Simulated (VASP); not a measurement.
# Si2IrPd2 (P4/mmm) in VASP: notebook, part 2 of 3

VASP 6.6.1. The steps go on from the part before.

## (3) Relaxation of cell and atoms, PBE

This run uses another cell than the first one, of 18.20 Å³/atom.

The input, INCAR:

```
SYSTEM = Si2IrPd2
  ALGO = Normal
  EDIFF = 1E-7
  EDIFFG = -0.04
  ENCUT = 500
  GGA = PE
  GGA_COMPAT = .False.
  IBRION = 2
  ISIF = 3
  ISMEAR = 0
  LASPH = .True.
  LCHARG = .False.
  LREAL = .False.
  LWAVE = .False.
  NELM = 120
  NELMIN = 4
  NSW = 90
  PREC = Accurate
  SIGMA = 0.1
```

The input, KPOINTS:

```
k-points
0
Gamma
  4 4 4
  0 0 0
```

The input, POSCAR:

```
Si2IrPd2
1.0
    4.4091612000      0.0000000000      0.0000000000
    0.0000000000      4.4091612000      0.0000000000
    0.0000000000      0.0000000000      4.6808535000
Si Pd Ir
2 2 1
Direct
    0.0000000000      0.5000000000      0.5000000000
    0.5000000000      0.0000000000      0.5000000000
    0.0000000000      0.0000000000      0.7458614200
    0.0000000000      0.0000000000      0.2541385800
    0.5000000000      0.5000000000      0.0000000000
```

Potentials or basis: VASP PAW PBE potentials, release 64 (Si, Pd, Ir).

Run with:

```console
> cat potpaw_PBE.64/Si/POTCAR potpaw_PBE.64/Pd/POTCAR potpaw_PBE.64/Ir/POTCAR > POTCAR
> mpirun -np 1 vasp_std > vasp.out
```

OUTCAR:

```text
SYSTEM = Si2IrPd2
   EDIFF = 1E-7
   EDIFFG = -0.04
   ENCUT = 500
   GGA = PE
   IBRION = 2
   ISIF = 3
   ISMEAR = 0
   LASPH = .True.
   LREAL = .False.
   NELM = 120
   NELMIN = 4
   NSW = 90
   PREC = Accurate

 ion  position               nearest neighbor table
   1  0.000  0.500  0.500-   3 2.49   4 2.49   3 2.49   4 2.49   2 3.12   2 3.12   2 3.12   2 3.12
                             5 3.22   5 3.22   5 3.22   5 3.22
   2  0.500  0.000  0.500-   3 2.49   4 2.49   3 2.49   4 2.49   1 3.12   1 3.12   1 3.12   1 3.12
                             5 3.22   5 3.22   5 3.22   5 3.22
   3  0.000  0.000  0.746-   4 2.30   4 2.38   2 2.49   1 2.49   1 2.49   2 2.49   5 3.34   5 3.34
                             5 3.34   5 3.34
   4  0.000  0.000  0.254-   3 2.30   3 2.38   1 2.49   2 2.49   1 2.49   2 2.49   5 3.34   5 3.34
                             5 3.34   5 3.34
   5  0.500  0.500  0.000-   1 3.22   2 3.22   1 3.22   2 3.22   2 3.22   2 3.22   1 3.22   1 3.22
                             4 3.34   4 3.34   3 3.34   3 3.34   4 3.34   3 3.34   3 3.34   4 3.34

  LATTYP: Found a simple tetragonal cell.
 ALAT       =     4.4091612000
 C/A-ratio  =     1.0616199517

  Lattice vectors:

 A1 = (   4.4091612000,   0.0000000000,   0.0000000000)
 A2 = (   0.0000000000,   4.4091612000,   0.0000000000)
 A3 = (   0.0000000000,   0.0000000000,   4.6808535000)

Analysis of symmetry for initial positions (statically):
=====================================================================
 Subroutine PRICEL returns:
 Original cell was already a primitive cell.

[... 280 lines left out ...]
  free  energy   TOTEN  =       -28.3502728811 eV

  energy  without entropy=      -28.3392157303  energy(sigma->0) =      -28.34474431

 E-fermi :  10.7601     XC(G=0): -12.6385

 val. band max:       10.7088934404   @ k =   0.5000   0.5000   0.5000
 cond. band min:      10.8206739469   @ k =   0.5000   0.2500   0.5000
 fundamental gap:      0.1117805066
 Fermi energy:        10.7601145870

 k-point     1 :       0.0000    0.0000    0.0000
  band No.  band energies     occupation
      1      -2.7876      2.00000
      2       3.3535      2.00000
      3       3.5129      2.00000
      4       3.5129      2.00000
      5       3.8830      2.00000
      6       3.9948      2.00000
[... 439 lines left out ...]
     21      11.2963      0.00000
     22      13.6918      0.00000

[... ionic steps 4 to 8 ...]

--------------------------------------- Ionic step        9  -------------------------------------------

 number of electron      37.0000001 magnetization

------------------------ aborting loop because EDIFF is reached ----------------------------------------
[... 73 lines left out ...]
--------------------------------------- Ionic step       11  -------------------------------------------

 number of electron      36.9999996 magnetization

 Free energy of the ion-electron system (eV)
  ---------------------------------------------------
  ext. energy  EPLUGINS =         0.00000000
  ---------------------------------------------------
  free energy    TOTEN  =       -28.89301559 eV

  energy without entropy =      -28.88596062  energy(sigma->0) =      -28.88948811

 E-fermi :   9.3247     XC(G=0): -12.1298

 val. band max:        9.2981889156   @ k =   0.0000   0.0000   0.2500
 cond. band min:       9.3456546103   @ k =   0.0000   0.0000   0.5000
 fundamental gap:      0.0474656947
 Fermi energy:         9.3246899876

 k-point     1 :       0.0000    0.0000    0.0000
  band No.  band energies     occupation
      1      -3.1669      2.00000
      2       2.4463      2.00000
      3       2.7877      2.00000
      4       2.7877      2.00000
      5       3.2122      2.00000
      6       3.3932      2.00000
[... 471 lines left out ...]
  FREE ENERGIE OF THE ION-ELECTRON SYSTEM (eV)
  ---------------------------------------------------
  free  energy   TOTEN  =       -28.8930155912 eV

  energy  without entropy=      -28.8859606248  energy(sigma->0) =      -28.88948811

 reached required accuracy - stopping structural energy minimisation
```

Wall time 8.3 min (1 thread of Intel Xeon 8259CL, shared host); peak memory 0.22 GiB.

Results:

```
Free energy                           : -28.8930 eV
Relaxed volume                        : 15.47 Å³/atom
Relaxed cell                          : a = 3.792 Å, b = 3.792 Å, c = 5.378 Å, α = 90.00°, β = 90.00°, γ = 90.00°
Space group after relaxing (to 0.1 Å) : P4/mmm (No. 123)
Energy gained by relaxing             : 443.3 meV/atom
Ionic steps                           : 11
Pressure after relaxing               : -0.1 GPa
Largest force after relaxing          : 0.025 eV/Å
Band gap on the k mesh                : zero (an odd number of electrons rules out a gap without spin polarisation)
```

Forces on the atoms (eV/Å):
```
Si   0.000  0.000  0.000
Si   0.000  0.000  0.000
Pd   0.000  0.000 -0.025
Pd   0.000  0.000  0.025
Ir   0.000  0.000  0.000
```

Step by step:
```tsv
step	energy change (eV)	largest force (eV/Å)	pressure (GPa)	volume (Å³)
1	0.0000	3.1488	-5.95	91.00
2	-1.6746	4.3496	-5.44	81.21
3	-1.6737	4.1122	-6.17	81.84
4	-1.4582	3.5647	23.35	70.07
5	-2.2070	0.1853	1.71	76.59
6	-2.2071	0.1180	1.96	76.48
7	-2.2110	0.1054	-1.64	78.17
8	-2.2150	0.0209	-0.18	77.45
9	-2.2157	0.0432	-0.06	77.38
10	-2.2162	0.0807	0.15	77.25
11	-2.2164	0.0245	-0.13	77.33
```

Final structure:
```
Si Pd Ir
1.0
     3.79202    0.00000    0.00000
     0.00000    3.79202    0.00000
     0.00000    0.00000    5.37807
Si Pd Ir
2 2 1
Direct
  0.00000 0.50000 0.50000
  0.50000 0.00000 0.50000
  0.00000 0.00000 0.76561
  0.00000 0.00000 0.23439
  0.50000 0.50000 0.00000
```

Levels at points of the mesh, in eV from the Fermi level:
```tsv
k point	band 17	band 18	band 19	band 20	band 21	band 22
(0.00, 0.00, 0.00)	-1.08	-0.66	-0.41	-0.08	0.84	3.07
(0.50, 0.00, 0.00)	-0.55	-0.41	-0.18	1.34	1.57	1.59
(0.50, 0.50, 0.00)	-2.32	-0.17	0.07	2.67	2.70	2.70
(0.00, 0.00, 0.50)	0.02	0.89	1.39	1.39	2.29	2.57
(0.50, 0.00, 0.50)	-0.58	-0.21	-0.11	1.50	1.76	2.61
(0.50, 0.50, 0.50)	-1.77	-1.19	-0.17	0.28	0.28	2.29
```

Caveat: the volume moved by over 15 % at a fixed basis, so the end points are rough; spin-orbit coupling is left out, which moves the levels of the heavy elements.

## (4) Single point, PBE, collinear spin

The input, INCAR:

```
SYSTEM = Si2IrPd2
PREC = Accurate
ENCUT = 500
EDIFF = 1E-6
ISMEAR = 0
SIGMA = 0.1
LREAL = .False.
LASPH = .True.
NELM = 200
ALGO = Normal
ISIF = 2
LWAVE = .False.
LCHARG = .False.
ISPIN = 2
MAGMOM = 0 0 1 1 1
LORBIT = 11
LMAXMIX = 4
GGA = PE
NBANDS = 30
GGA_COMPAT = .False.
```

The input, KPOINTS:

```
Automatic mesh
0
Gamma
  4 4 4
  0 0 0
```

The input, POSCAR:

```
Si2IrPd2
1.0
    3.7905653198      0.0000000000      0.0000000000
    0.0000000000      3.7905653198      0.0000000000
    0.0000000000      0.0000000000      5.3737872990
Si Pd Ir
2 2 1
Direct
    0.0000000000      0.5000000000      0.5000000000
    0.5000000000      0.0000000000      0.5000000000
    0.0000000000      0.0000000000      0.7650318117
    0.0000000000      0.0000000000      0.2349681883
    0.5000000000      0.5000000000      0.0000000000
```

Run with:

```console
> cat potpaw_PBE.64/Si/POTCAR potpaw_PBE.64/Pd/POTCAR potpaw_PBE.64/Ir/POTCAR > POTCAR
> mpirun -np 1 vasp_std > vasp.out
```

Run time: 3.6 min. Hardware: 1 thread of Intel Xeon 8259CL, shared host; peak memory 0.24 GiB.

Results (log left out):

* Free energy: -28.8902 eV
* Pressure: 0.2 GPa
* Largest force: 0.081 eV/Å
* Net moment: 0.00 μB per cell
* Valence electrons inside the program's atomic spheres: Si 1.55; Pd 9.88; Ir 7.77

Forces on the atoms (eV/Å):
```
Si   0.000  0.000  0.000
Si   0.000  0.000  0.000
Pd   0.000  0.000  0.081
Pd   0.000  0.000 -0.081
Ir   0.000  0.000  0.000
```

Levels at points of the mesh, in eV from the Fermi level:
Spin up:
| k point | band 15 | band 16 | band 17 | band 18 | band 19 | band 20 | band 21 | band 22 | band 23 | band 24 |
| --- | --- | --- | --- | --- | --- | --- | --- | --- | --- | --- |
| (0.00, 0.00, 0.00) | -1.31 | -1.07 | -1.07 | -0.66 | -0.40 | -0.08 | 0.86 | 3.07 | 5.68 | 6.13 |
| (0.50, 0.00, 0.00) | -1.16 | -0.81 | -0.55 | -0.41 | -0.18 | 1.35 | 1.59 | 1.61 | 2.60 | 2.62 |
| (0.50, 0.50, 0.00) | -2.51 | -2.49 | -2.34 | -0.17 | 0.07 | 2.67 | 2.70 | 2.70 | 3.31 | 4.19 |
| (0.00, 0.00, 0.50) | -1.71 | -0.95 | 0.02 | 0.91 | 1.40 | 1.40 | 2.29 | 2.59 | 3.90 | 3.90 |
| (0.50, 0.00, 0.50) | -1.18 | -0.87 | -0.58 | -0.21 | -0.11 | 1.51 | 1.75 | 2.61 | 3.50 | 3.85 |
| (0.50, 0.50, 0.50) | -2.20 | -2.20 | -1.76 | -1.19 | -0.16 | 0.28 | 0.28 | 2.29 | 2.86 | 8.15 |
Spin down:
```tsv
k point	band 17	band 18	band 19	band 20	band 21	band 22
(0.00, 0.00, 0.00)	-1.07	-0.66	-0.40	-0.08	0.86	3.07
(0.50, 0.00, 0.00)	-0.55	-0.41	-0.18	1.35	1.59	1.61
(0.50, 0.50, 0.00)	-2.34	-0.17	0.07	2.67	2.70	2.70
(0.00, 0.00, 0.50)	0.02	0.91	1.40	1.40	2.29	2.59
(0.50, 0.00, 0.50)	-0.58	-0.21	-0.11	1.51	1.75	2.61
(0.50, 0.50, 0.50)	-1.76	-1.19	-0.16	0.28	0.28	2.29
```

Caveat: the k points lie up to 0.41 Å⁻¹ apart; spin-orbit coupling is left out, which moves the levels of the heavy elements.

## (5) Single point, PBE

This run uses another cell than the first one, of 15.48 Å³/atom.

The input, INCAR:

```
PREC = Accurate
ENCUT = 500
EDIFF = 1E-6
ISMEAR = 0
SIGMA = 0.1
LREAL = F
LASPH = T
NELM = 120
ALGO = Normal
ISIF = 2
LWAVE = F
LCHARG = F
GGA = PE
NBANDS = 26
GGA_COMPAT = F
```

The input, KPOINTS:

```
Automatic mesh
0
Gamma
  10 10 8
```

The input, POSCAR:

```
Si2IrPd2
1.0
    3.8044595467      0.0000000000      0.0000000000
    0.0000000000      3.8044595467      0.0000000000
    0.0000000000      0.0000000000      5.3468926318
Si Pd Ir
2 2 1
Direct
    0.0000000000      0.5000000000      0.5000000000
    0.5000000000      0.0000000000      0.5000000000
    0.0000000000      0.0000000000      0.7650910045
    0.0000000000      0.0000000000      0.2349089955
    0.5000000000      0.5000000000      0.0000000000
```

Run with:

```console
> cat potpaw_PBE.64/Si/POTCAR potpaw_PBE.64/Pd/POTCAR potpaw_PBE.64/Ir/POTCAR > POTCAR
> mpirun -np 1 vasp_std > vasp.out
```

Wall time 4.4 min (1 thread of Intel Xeon 8259CL, shared host); peak memory 0.32 GiB.

It converged, with:

- Free energy: -28.7964 eV
- Pressure: 0.1 GPa
- Largest force: 0.079 eV/Å
- Band gap on the k mesh: zero (an odd number of electrons rules out a gap without spin polarisation)

Forces on the atoms (eV/Å):
```
Si   0.000  0.000  0.000
Si   0.000  0.000  0.000
Pd   0.000  0.000  0.079
Pd   0.000  0.000 -0.079
Ir   0.000  0.000  0.000
```

Stress tensor (GPa, compression positive):
```
0.20 0.00 0.00
0.00 0.20 0.00
0.00 0.00 0.02
```

Levels at points of the mesh, in eV from the Fermi level:
| k point | band 16 | band 17 | band 18 | band 19 | band 20 | band 21 | band 22 | band 23 |
| --- | --- | --- | --- | --- | --- | --- | --- | --- |
| (0.00, 0.00, 0.00) | -1.13 | -1.13 | -0.71 | -0.36 | -0.15 | 0.79 | 3.09 | 5.62 |
| (0.50, 0.00, 0.00) | -0.83 | -0.57 | -0.47 | -0.25 | 1.33 | 1.59 | 1.65 | 2.53 |
| (0.50, 0.50, 0.00) | -2.52 | -2.38 | -0.26 | 0.07 | 2.60 | 2.67 | 2.67 | 3.37 |
| (0.00, 0.00, 0.50) | -1.00 | -0.05 | 0.86 | 1.38 | 1.38 | 2.30 | 2.66 | 3.82 |
| (0.50, 0.00, 0.50) | -0.94 | -0.62 | -0.28 | -0.19 | 1.51 | 1.70 | 2.58 | 3.43 |
| (0.50, 0.50, 0.50) | -2.24 | -1.76 | -1.24 | -0.26 | 0.24 | 0.24 | 2.19 | 2.81 |

Caveat: spin-orbit coupling is left out, which moves the levels of the heavy elements.

(Continued in part 3 of 3.)
